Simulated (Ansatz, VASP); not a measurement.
Two plane-wave programs on Nb4H

```
Nb H
1.0
     2.92702    0.00000    0.00000
     0.00000    4.13943    0.00000
     0.00000    0.00000   21.25767
Nb H
4 1
Cartesian
  1.4635 2.0697 4.0000
  0.0000 0.0000 5.4635
  1.4635 2.0697 7.0286
  0.0000 0.0000 8.2577
  0.0000 2.0697 7.9577
```

Alike in both runs: task single point; functional LDA; k mesh 9 × 7 × 1; occupations gaussian, width 0.1 eV; no spin polarisation.

```csv
,VASP,Ansatz
version,VASP 6.6.1,Ansatz 0.2.0
potentials or method,"VASP PAW LDA potentials, release 64 (Nb_sv, H), cutoff 520 eV","scalar-relativistic, plane waves, PAW"
valence electrons in the cell,53,53
```

```csv
,VASP,Ansatz,Ansatz less VASP
gap on the k mesh at the Fermi level (eV),none,none,-
rms of the force components (eV/Å),0.983,0.983,-0.0003
```

LDA's correlation is that of Perdew and Zunger in VASP and of Perdew and Wang (1992) in Ansatz. Atom by atom the forces differ by 0.001 eV/Å (rms over components). A gap of «none» marks a metal or a gap that the smearing closes.
